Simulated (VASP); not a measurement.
# Li8H7 (a cell with a defect) in VASP: further runs

The runs below take Li8H7 (a cell with a defect) through single point, relaxation of the atoms, with PBE.

Everything below comes from runs of VASP 6.6.1. Logs are shortened: lines on timing, memory, paths and dates and some standing lists are left out, and cuts for length are marked.

## (1) The cell of the first run

The cell holds a defect, 15 atoms: a = 5.667 Å, b = 5.667 Å, c = 5.667 Å, α = 60.00°, β = 60.00°, γ = 60.00°.

## (2) Single point, PBE (atoms taken out, then relaxed in part)

INCAR

```
SYSTEM = Li8H7
PREC = Accurate
ENCUT = 520
EDIFF = 1E-6
ISMEAR = 0
SIGMA = 0.01
LREAL = Auto
LASPH = .True.
NELM = 100
ALGO = Normal
ISIF = 2
LWAVE = .False.
LCHARG = .True.
GGA = PE
LELF = .True.
LVHAR = .True.
NBANDS = 28
NELECT = 32.0
```

KPOINTS

```
regular mesh
0
Gamma
  5 5 5
  0 0 0
```

POSCAR

```
Li8H7
1.0
    0.0000000000      4.0071000521     -4.0071000521
    4.0071000521      4.0071000521      0.0000000000
    4.0071000521      0.0000000000     -4.0071000521
Li H
8 7
Direct
    0.4959931087      0.5040068913      0.0040068913
    0.4959931087     -0.0040068913      0.0040068913
    1.0000000000      0.5000000000      0.0000000000
    1.0040068913     -0.0040068913      0.0040068913
    0.4959931087      0.5040068913      0.4959931087
    0.5000000000      0.0000000000      0.5000000000
    1.0040068913      0.5040068913      0.4959931087
    1.0040068913     -0.0040068913      0.4959931087
    0.2500000000      0.2500000000      0.2500000000
    0.7500000000      0.7500000000      0.2500000000
    0.7500000000      0.2500000000      0.2500000000
    0.2500000000      0.7500000000      0.7500000000
    0.2500000000      0.2500000000      0.7500000000
    0.7500000000      0.7500000000      0.7500000000
    0.7500000000      0.2500000000      0.7500000000
```

Potentials or basis: VASP PAW PBE potentials, release 64 (Li_sv, H).

Run with:

```console
> cat potpaw_PBE.64/Li_sv/POTCAR potpaw_PBE.64/H/POTCAR > POTCAR
> mpirun -np 1 vasp_std > vasp.out
```

OUTCAR:

```text
SYSTEM = Li8H7
   PREC = Accurate
   ENCUT = 520
   EDIFF = 1E-6
   ISMEAR = 0
   LREAL = Auto
   LASPH = .True.
   NELM = 100
   ISIF = 2
   GGA = PE
   NELECT = 32.0

 ion  position               nearest neighbor table
   1  0.496  0.504  0.004-
   2  0.496  0.996  0.004-
   3  0.000  0.500  0.000-
   4  0.004  0.996  0.004-
   5  0.496  0.504  0.496-
   6  0.500  0.000  0.500-
   7  0.004  0.504  0.496-
   8  0.004  0.996  0.496-
   9  0.250  0.250  0.250-
  10  0.750  0.750  0.250-
  11  0.750  0.250  0.250-
  12  0.250  0.750  0.750-
  13  0.250  0.250  0.750-
  14  0.750  0.750  0.750-
  15  0.750  0.250  0.750-

  LATTYP: Found a face centered cubic cell.
 ALAT       =     8.0142001042

  Lattice vectors:

 A1 = (   0.0000000000,   4.0071000521,  -4.0071000521)
 A2 = (   4.0071000521,   4.0071000521,   0.0000000000)
 A3 = (   4.0071000521,   0.0000000000,  -4.0071000521)

Analysis of symmetry for initial positions (statically):
=====================================================================
 Subroutine PRICEL returns:
 Original cell was already a primitive cell.

 Routine SETGRP: Setting up the symmetry group for a
 face centered cubic supercell.

 Subroutine GETGRP returns: Found 48 space group operations
 (whereof  8 operations were pure point group operations)
 out of a pool of 48 trial point group operations.

The static configuration has the point symmetry C_4v.
 The point group associated with its full space group is O_h .

Analysis of symmetry for dynamics (positions and initial velocities):
=====================================================================
 Subroutine PRICEL returns:
 Original cell was already a primitive cell.

 Routine SETGRP: Setting up the symmetry group for a
 face centered cubic supercell.

 Subroutine GETGRP returns: Found 48 space group operations
 (whereof  8 operations were pure point group operations)
 out of a pool of 48 trial point group operations.

The dynamic configuration has the point symmetry C_4v.
 The point group associated with its full space group is O_h .

 Subroutine INISYM returns: Found 48 space group operations
 (whereof  8 operations are pure point group operations),
 and found     1 'primitive' translations

----------------------------------------------------------------------------------------

                                     Primitive cell

  volume of cell :     128.6828

  direct lattice vectors                    reciprocal lattice vectors
     0.000000000  4.007100052 -4.007100052    -0.124778517  0.124778517 -0.124778517
     4.007100052  4.007100052  0.000000000     0.124778517  0.124778517  0.124778517
     4.007100052  0.000000000 -4.007100052     0.124778517 -0.124778517 -0.124778517

  length of vectors
     5.666895239  5.666895239  5.666895239     0.216122730  0.216122730  0.216122730

  position of ions in fractional coordinates (direct lattice)
     0.495993109  0.504006891  0.004006891
     0.495993109  0.995993109  0.004006891
     0.000000000  0.500000000  0.000000000
     0.004006891  0.995993109  0.004006891
     0.495993109  0.504006891  0.495993109
     0.500000000  0.000000000  0.500000000
     0.004006891  0.504006891  0.495993109
     0.004006891  0.995993109  0.495993109
     0.250000000  0.250000000  0.250000000
     0.750000000  0.750000000  0.250000000
     0.750000000  0.250000000  0.250000000
     0.250000000  0.750000000  0.750000000
     0.250000000  0.250000000  0.750000000
     0.750000000  0.750000000  0.750000000
     0.750000000  0.250000000  0.750000000

  ion indices of the primitive-cell ions
   primitive index   ion index
                 1           1
                 2           2
                 3           3
                 4           4
                 5           5
                 6           6
                 7           7
                 8           8
                 9           9
                10          10
                11          11
                12          12
                13          13
                14          14
                15          15

----------------------------------------------------------------------------------------

 KPOINTS: regular mesh

Automatic generation of k-mesh.
 Grid dimensions read from file:
 generate k-points for:    5    5    5

 Generating k-lattice:

  Cartesian coordinates                     Fractional coordinates (reciprocal lattice)
    -0.024955703  0.024955703 -0.024955703     0.200000000  0.000000000  0.000000000
     0.024955703  0.024955703  0.024955703     0.000000000  0.200000000  0.000000000
     0.024955703 -0.024955703 -0.024955703     0.000000000  0.000000000  0.200000000

  Length of vectors
     0.043224546  0.043224546  0.043224546

  Shift w.r.t. Gamma in fractional coordinates (k-lattice)
     0.000000000  0.000000000  0.000000000

 Subroutine IBZKPT returns following result:
 ===========================================

 Found     10 irreducible k-points:

 Following reciprocal coordinates:
            Coordinates               Weight
  0.000000  0.000000  0.000000      1.000000
  0.200000  0.000000  0.000000      8.000000
  0.400000  0.000000  0.000000      8.000000
  0.200000  0.200000  0.000000      6.000000
  0.400000  0.200000  0.000000     24.000000
 -0.400000  0.200000  0.000000     24.000000
 -0.200000  0.200000  0.000000     12.000000
  0.400000  0.400000  0.000000      6.000000
 -0.400000  0.400000  0.000000     12.000000
 -0.400000  0.400000  0.200000     24.000000
   k-points           NKPTS =     10   k-points in BZ     NKDIM =     10   number of bands    NBANDS=     28
   number of dos      NEDOS =    301   number of ions     NIONS =     15
   total plane-waves  NPLWV =  74088
   dimension x,y,z NGX =    42 NGY =   42 NGZ =   42
   dimension x,y,z NGXF=    84 NGYF=   84 NGZF=   84
   ions per type =               8   7
   NGX,Y,Z   is equivalent  to a cutoff of  12.32, 12.32, 12.32 a.u.
   NGXF,Y,Z  is equivalent  to a cutoff of  24.64, 24.64, 24.64 a.u.
 SYSTEM =  Li8H7
   PREC   = accura    normal or accurate (medium, high low for compatibility)
   ISTART =      0    job   : 0-new  1-cont  2-samecut
   ICHARG =      2    charge: 1-file 2-atom 10-const
   ISPIN  =      1    spin polarized calculation?
   LNONCOLLINEAR =      F non collinear calculations
   LSORBIT =      F    spin-orbit coupling
   LASPH  =      T    aspherical Exc in radial PAW
   ENCUT  =  520.0 eV  38.22 Ry    6.18 a.u.  10.54 10.54 10.54*2*pi/ulx,y,z
   NELM   =    100;   NELMIN=  2; NELMDL= -5     # of ELM steps
   EDIFF  = 0.1E-05   stopping-criterion for ELM
   LREAL  =      T    real-space projection
   EDIFFG = 0.1E-04   stopping-criterion for IOM
   NSW    =      0    number of steps for IOM
   IBRION =     -1    ionic relax: 0-MD 1-quasi-New 2-CG
   NFREE  =      0    steps in history (QN), initial steepest desc. (CG)
   ISIF   =      2    stress and relaxation
   ISYM   =      2    0-nonsym 1-usesym 2-fastsym
   POTIM  = 0.5000    time-step for ionic-motion
   TEBEG  =    0.0;   TEEND  =   0.0 temperature during run
   PSTRESS=    0.0 pullay stress
   NELECT =      32.0000    total number of electrons
   NUPDOWN=      -1.0000    fix difference up-down
   EMIN   =  10.00;   EMAX   =-10.00  energy-range for DOS
   EFERMI =   0.00;   METHOD = LEGACY
   ISMEAR =     0;   SIGMA  =   0.01  broadening in eV -4-tet -1-fermi 0-gaus
   EFERMI_NEDOS =   21; number of points for ismear=-14 and -15
   IALGO  =     38    algorithm
   IMIX   =      4    mixing-type and parameters
     AMIX     =   0.40;   BMIX     =  1.00
     AMIX_MAG =   1.60;   BMIX_MAG =  1.00
  volume/ion in A,a.u.               =       8.58        57.89
  Fermi-wavevector in a.u.,A,eV,Ry     =   1.029480  1.945435 14.419854  1.059829
  Thomas-Fermi vector in A             =   2.163530
   LORBIT       =      0    0 simple, 1 ext, 2 COOP (PROOUT), +10 PAW based schemes
   GGA     = PE    functional components
   LHFCALC =     F    Hartree Fock is set to
   AEXX    =    0.0000 exact exchange contribution
   IVDW    =     0    specifies the selected vdW correction
   LEPSILON=     F    determine dielectric tensor
   LRPA    =     F    only Hartree local field effects (RPA)
 non-spin polarized calculation
 Gauss-broadening in eV      SIGMA  =   0.01
  energy-cutoff  :      520.00
  volume of cell :      128.68
 maximum number of plane-waves:      3495
 NGX is ok and might be reduce to    42
   NGX = 21   NGY = 21   NGZ = 21

 number of electron      31.9999995 magnetization

 Free energy of the ion-electron system (eV)
  ---------------------------------------------------
  ext. energy  EPLUGINS =         0.00000000
  ---------------------------------------------------
  free energy    TOTEN  =       -41.55024119 eV

  energy without entropy =      -41.54999437  energy(sigma->0) =      -41.55011778

 E-fermi :   3.0195     XC(G=0):  -8.6197

 val. band max:        3.0164920025   @ k =   0.2000   0.2000   0.0000
 cond. band min:       3.1709893461   @ k =   0.2000   0.2000   0.0000
 fundamental gap:      0.1544973436
 Fermi energy:         3.0195377045

 k-point     1 :       0.0000    0.0000    0.0000
  band No.  band energies     occupation
      1     -44.6624      2.00000
      2     -44.6599      2.00000
      3     -44.1859      2.00000
      4     -44.1558      2.00000
      5     -44.1558      2.00000
      6     -44.1558      2.00000
[... 20 lines left out ...]
     27      10.8596      0.00000
     28      10.8596      0.00000
[... 249 lines left out ...]
 k-point    10 :      -0.4000    0.4000    0.2000
  band No.  band energies     occupation
      1     -44.6609      2.00000
      2     -44.6604      2.00000
      3     -44.1718      2.00000
      4     -44.1641      2.00000
      5     -44.1561      2.00000
      6     -44.1539      2.00000
[... 20 lines left out ...]
     27       9.2665      0.00000
     28      10.0245      0.00000

------------------------ aborting loop because EDIFF is reached ----------------------------------------

  FORCE on cell =-STRESS in cart. coord.  units (eV):
  Direction    XX          YY          ZZ          XY          YZ          ZX
  --------------------------------------------------------------------------------------
  -------------------------------------------------------------------------------------
  Total        4.7233886      4.7233886      4.7233886      0.0000000     -0.0000000     -0.0000000
  in kB       58.8089879     58.8089879     58.8089879      0.0000000     -0.0000000     -0.0000000
  external PRESSURE =      58.8089879 kB  Pullay stress =       0.0000000 kB

 VOLUME and BASIS-vectors are now :
 -----------------------------------------------------------------------------
  energy-cutoff  :      520.00
  volume of cell :      128.68
      direct lattice vectors                 reciprocal lattice vectors
     0.000000000  4.007100052 -4.007100052    -0.124778517  0.124778517 -0.124778517
     4.007100052  4.007100052  0.000000000     0.124778517  0.124778517  0.124778517
     4.007100052  0.000000000 -4.007100052     0.124778517 -0.124778517 -0.124778517

 POSITION                                       TOTAL-FORCE (eV/Angst)
 -----------------------------------------------------------------------------------
      2.03566      4.00710     -2.00355        -0.003287     -0.000000     -0.000000
      4.00710      5.97854     -2.00355         0.000000      0.003287     -0.000000
      2.00355      2.00355      0.00000         0.000000     -0.000000     -0.000000
      4.00710      4.00710     -0.03211         0.000000     -0.000000      0.003287
      4.00710      4.00710     -3.97499         0.000000     -0.000000     -0.003287
      2.00355      2.00355     -4.00710         0.000000      0.000000     -0.000000
      4.00710      2.03566     -2.00355         0.000000     -0.003287     -0.000000
      5.97854      4.00710     -2.00355         0.003287     -0.000000     -0.000000
      2.00355      2.00355     -2.00355         0.000000     -0.000000     -0.000000
      4.00710      6.01065     -4.00710         0.000000      0.000000     -0.000000
      2.00355      4.00710     -4.00710         0.000000      0.000000     -0.000000
      6.01065      4.00710     -4.00710         0.000000      0.000000     -0.000000
      4.00710      2.00355     -4.00710         0.000000     -0.000000     -0.000000
      6.01065      6.01065     -6.01065         0.000000     -0.000000     -0.000000
      4.00710      4.00710     -6.01065         0.000000      0.000000     -0.000000
 -----------------------------------------------------------------------------------
    total drift:                               -0.000000      0.000000      0.000000

  FREE ENERGIE OF THE ION-ELECTRON SYSTEM (eV)
  ---------------------------------------------------
  free  energy   TOTEN  =       -41.5502411911 eV

  energy  without entropy=      -41.5499943714  energy(sigma->0) =      -41.55011778
```

It took 63 s on 1 thread of Intel Xeon Platinum 8259CL at 2.50GHz (Skylake/Cascade Lake), shared host; peak memory 0.23 GiB.

What came out:

| Item | Value |
| --- | --- |
| Free energy | -41.5502 eV |
| Largest force | 0.003 eV/Å |

Forces in eV/Å, atoms in the order of the input:
```
Li  -0.003  0.000  0.000
Li   0.000  0.003  0.000
Li   0.000  0.000  0.000
Li   0.000  0.000  0.003
Li   0.000  0.000 -0.003
Li   0.000  0.000  0.000
Li   0.000 -0.003  0.000
Li   0.003  0.000  0.000
H    0.000  0.000  0.000
H    0.000  0.000  0.000
H    0.000  0.000  0.000
H    0.000  0.000  0.000
H    0.000  0.000  0.000
H    0.000  0.000  0.000
H    0.000  0.000  0.000
```

Levels at points of the mesh, in eV from the Fermi level:
| k point | band 12 | band 13 | band 14 | band 15 | band 16 | band 17 | band 18 | band 19 | band 20 | band 21 |
| --- | --- | --- | --- | --- | --- | --- | --- | --- | --- | --- |
| (0.00, 0.00, 0.00) | -5.90 | -4.85 | -3.26 | -3.26 | -0.22 | -0.22 | -0.22 | 1.10 | 1.54 | 1.83 |

Caveat: the cell carries a net charge on a neutralising background, which shifts energy and pressure; the cell differs from its parent crystal (atoms taken out, then relaxed in part); the cell is charged against a uniform background, so pressure and absolute levels hang on convention; the cutoff is under 1.25 times the usual one of these potentials, so pressure, stress and relaxed cells hold a basis-set (Pulay) error.

## (3) Single point, PBE, collinear spin (atoms taken out, then relaxed in part)

INCAR

```
  ALGO = Normal
  EDIFF = 1E-6
  ENCUT = 520
  GGA = PE
  ISIF = 2
  ISMEAR = 0
  ISPIN = 2
  LASPH = True
  LCHARG = False
  LORBIT = 11
  LREAL = Auto
  LWAVE = False
  MAGMOM = 0.167 0.167 0 0.167 0.167 0 0.167 0.167 0 0 0 0 0 0 0
  NBANDS = 32
  NELM = 150
  PREC = Accurate
  SIGMA = 0.01
```

KPOINTS

```
k-points
0
Gamma
  5 5 5
```

POSCAR

```
Li8H7
1.0
    0.0000000000      4.0071000521     -4.0071000521
    4.0071000521      4.0071000521      0.0000000000
    4.0071000521      0.0000000000     -4.0071000521
Li H
8 7
Direct
    0.5043084896      0.4956915104     -0.0043084896
    0.5043084896      0.0043084896     -0.0043084896
    1.0000000000      0.5000000000      0.0000000000
    0.9956915104      0.0043084896     -0.0043084896
    0.5043084896      0.4956915104      0.5043084896
    0.5000000000      0.0000000000      0.5000000000
    0.9956915104      0.4956915104      0.5043084896
    0.9956915104      0.0043084896      0.5043084896
    0.2500000000      0.2500000000      0.2500000000
    0.7500000000      0.7500000000      0.2500000000
    0.7500000000      0.2500000000      0.2500000000
    0.2500000000      0.7500000000      0.7500000000
    0.2500000000      0.2500000000      0.7500000000
    0.7500000000      0.7500000000      0.7500000000
    0.7500000000      0.2500000000      0.7500000000
```

Potentials or basis: VASP PAW PBE potentials, release 64 (Li_sv, H).

Run with:

```console
> cat potpaw_PBE.64/Li_sv/POTCAR potpaw_PBE.64/H/POTCAR > POTCAR
> mpirun -np 1 vasp_std > vasp.out
```

It took 2.6 min on 1 thread of Intel Xeon Platinum 8259CL at 2.50GHz (Skylake/Cascade Lake), shared host; peak memory 0.3 GiB.

Results (log left out):

```
Free energy                                           : -44.2210 eV
Band gap on the k mesh                                : zero (filled and empty bands overlap)
Net moment                                            : 0.98 μB per cell
Valence electrons inside the program's atomic spheres : Li 2.09, 2.08 (each value once); H 0.54, 0.55 (each value once)
```

Forces on the atoms (eV/Å):
```
Li  -0.002  0.000  0.000
Li   0.000  0.002  0.000
Li   0.000  0.000  0.000
Li   0.000  0.000  0.002
Li   0.000  0.000 -0.002
Li   0.000  0.000  0.000
Li   0.000 -0.002  0.000
Li   0.002  0.000  0.000
H    0.000  0.000  0.000
H    0.000  0.000  0.000
H    0.000  0.000  0.000
H    0.000  0.000  0.000
H    0.000  0.000  0.000
H    0.000  0.000  0.000
H    0.000  0.000  0.000
```

Levels at points of the mesh, in eV from the Fermi level:
Spin up:
| k point | band 12 | band 13 | band 14 | band 15 | band 16 | band 17 | band 18 | band 19 | band 20 | band 21 |
| --- | --- | --- | --- | --- | --- | --- | --- | --- | --- | --- |
| (0.00, 0.00, 0.00) | -5.48 | -4.77 | -2.84 | -2.84 | 0.11 | 0.11 | 0.11 | 0.68 | 2.06 | 2.06 |
Spin down:
| k point | band 13 | band 14 | band 15 | band 16 | band 17 | band 18 |
| --- | --- | --- | --- | --- | --- | --- |
| (0.00, 0.00, 0.00) | -4.55 | -2.79 | -2.79 | 0.33 | 0.33 | 0.33 |

Caveat: the cell differs from its parent crystal (atoms taken out, then relaxed in part); the cutoff is under 1.25 times the usual one of these potentials, so pressure, stress and relaxed cells hold a basis-set (Pulay) error.

## (4) Relaxation of the atoms, PBE (atoms taken out)

INCAR

```
ALGO = Normal ; EDIFF = 1E-6
EDIFFG = -0.025 ; ENCUT = 520
GGA = PE ; IBRION = 2
ISIF = 2 ; ISMEAR = 0
LASPH = T ; LCHARG = F
LREAL = Auto ; LWAVE = F
NELECT = 32.0 ; NELM = 80
NSW = 65 ; PREC = Accurate
SIGMA = 0.01
```

KPOINTS is that of step 3.

POSCAR is that of step 3.

Run with:

```console
> cat potpaw_PBE.64/Li_sv/POTCAR potpaw_PBE.64/H/POTCAR > POTCAR
> mpirun -np 1 vasp_std > vasp.out
```

Wall time 2.1 min (1 thread of Intel Xeon Platinum 8259CL at 2.50GHz (Skylake/Cascade Lake), shared host); peak memory 0.25 GiB.

The run converged. Its results:

| Item | Value |
| --- | --- |
| Free energy | -41.5502 eV |
| Energy gained by relaxing | 4.8 meV/atom |
| Ionic steps | 3 |

Forces on the atoms (eV/Å):
```
Li  -0.002  0.000  0.000
Li   0.000  0.002  0.000
Li   0.000  0.000  0.000
Li   0.000  0.000  0.002
Li   0.000  0.000 -0.002
Li   0.000  0.000  0.000
Li   0.000 -0.002  0.000
Li   0.002  0.000  0.000
H    0.000  0.000  0.000
H    0.000  0.000  0.000
H    0.000  0.000  0.000
H    0.000  0.000  0.000
H    0.000  0.000  0.000
H    0.000  0.000  0.000
H    0.000  0.000  0.000
```

Step by step:
```
step  energy change (eV)  largest force (eV/Å)  pressure (GPa)
   1              0.0000                0.3441            5.83
   2             -0.0301                0.2698            5.85
   3             -0.0715                0.0023            5.88
```

Final structure:
```
Li H
1.0
     0.00000    4.00710   -4.00710
     4.00710    4.00710    0.00000
     4.00710    0.00000   -4.00710
Li H
8 7
Direct
  0.49602 0.50398 0.00398
  0.49602 0.99602 0.00398
  0.00000 0.50000 0.00000
  0.00398 0.99602 0.00398
  0.49602 0.50398 0.49602
  0.50000 0.00000 0.50000
  0.00398 0.50398 0.49602
  0.00398 0.99602 0.49602
  0.25000 0.25000 0.25000
  0.75000 0.75000 0.25000
  0.75000 0.25000 0.25000
  0.25000 0.75000 0.75000
  0.25000 0.25000 0.75000
  0.75000 0.75000 0.75000
  0.75000 0.25000 0.75000
```

Levels at points of the mesh, in eV from the Fermi level:
| k point | band 14 | band 15 | band 16 | band 17 | band 18 | band 19 |
| --- | --- | --- | --- | --- | --- | --- |
| (0.00, 0.00, 0.00) | -3.26 | -3.26 | -0.22 | -0.22 | -0.22 | 1.10 |

Caveat: the cell carries a net charge on a neutralising background, which shifts energy and pressure; the cell differs from its parent crystal (atoms taken out); the cell is charged against a uniform background, so pressure and absolute levels hang on convention; the cutoff is under 1.25 times the usual one of these potentials, so pressure, stress and relaxed cells hold a basis-set (Pulay) error.

The gap in the log of VASP goes by the Fermi energy; the results here count the filled bands.